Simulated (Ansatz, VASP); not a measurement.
# Two plane-wave programs on CO2

File INCAR:

```
SYSTEM = CO2
AGGAC = 1.0
AGGAX = 1.0
ALDAC = 0.0
ALDAX = 1.0
ALGO = Normal
EDIFF = 1E-6
ENCUT = 520
GGA = B5
ISIF = 2
ISMEAR = -1
LASPH = .TRUE.
LCHARG = .FALSE.
LREAL = .FALSE.
LWAVE = .FALSE.
NBANDS = 25
NELM = 80
PREC = Accurate
SIGMA = 0.05
```

The input KPOINTS:

```
k-points
0
G
  9 9 9
  0 0 0
```

The input POSCAR:

```
CO2
1.0
   -1.9747270000      1.9747270000      3.0140580000
    1.9747270000     -1.9747270000      3.0140580000
    1.9747270000      1.9747270000     -3.0140580000
O C
4 2
Direct
    0.8750000000      0.9597980000      0.5847980000
    0.3750000000      0.2902020000      0.4152020000
    0.0402020000      0.6250000000      0.9152020000
    0.7097980000      0.1250000000      0.0847980000
    0.0000000000      0.0000000000      0.0000000000
    0.7500000000      0.2500000000      0.5000000000
```

File input.yaml:

```yaml
crystal:
  lattice:
    - [-1.974727, 1.974727, 3.014058]
    - [1.974727, -1.974727, 3.014058]
    - [1.974727, 1.974727, -3.014058]
  atoms:
    - { symbol: O, position: [0.875, 0.959798, 0.584798] }
    - { symbol: O, position: [0.375, 0.290202, 0.415202] }
    - { symbol: O, position: [0.040202, 0.625, 0.915202] }
    - { symbol: O, position: [0.709798, 0.125, 0.084798] }
    - { symbol: C, position: [0.0, 0.0, 0.0] }
    - { symbol: C, position: [0.75, 0.25, 0.5] }
hamiltonian:
  xc: blyp
  pseudopotentials: { kind: paw }
kpoints:
  mp_grid: { grid: [9, 9, 9] }
  band_path:
    path:
      - [[0.0, 0.0, 0.0], [0.5, -0.5, 0.0], [0.5, -0.5, 0.2146253035], [0.3573126517, -0.3573126517, 0.3573126517], [0.0, 0.0, 0.0], [0.5, 0.5, -0.5], [0.6426873483, 0.3573126517, -0.3573126517], [0.5, 0.0, 0.0], [0.75, -0.25, -0.25], [0.7853746965, 0.2146253035, -0.5], [0.5, 0.5, -0.5]]
      - [[0.5, -0.5, 0.0], [0.75, -0.25, -0.25]]
    npoints: 14
scf:
  occupations: { method: fermi_dirac, width: 0.05 }
  n_extra_bands: 15
output:
  forces: true
  stress: true
  eigenvalues: true
  fatbands: false
```

Alike in both runs: functional BLYP; k mesh 9 × 9 × 9; occupations fermi-dirac, width 0.05 eV; no spin polarisation.

```csv
,VASP,Ansatz
version,VASP 6.6.1,Ansatz 0.2.0
potentials or method,"VASP PAW PBE potentials, release 64 (O, C)",Ansatz PAW
plane-wave cutoff (eV),520,420
valence electrons in the cell,32,32
task,single point,band structure
```

VASP gave:

* gap on the k mesh at the Fermi level (eV): 7.74
* least direct gap on the mesh (eV): 8.15
* pressure (GPa): 6.2
* traceless stress, the component that is largest in VASP (GPa): -1.03
* rms of the force components (eV/Å): 0.101

Question: What did Ansatz give for the same quantities?

Answer: gap on the k mesh at the Fermi level (eV): 7.80; least direct gap on the mesh (eV): 8.22; pressure (GPa): 4.4; traceless stress, the component that is largest in VASP (GPa): -0.86; rms of the force components (eV/Å): 0.053.

VASP's potentials were made for PBE, not for BLYP. Atom by atom the forces differ by 0.048 eV/Å (rms over components).

Noted on Ansatz's run: Pulay correction over one GPa.
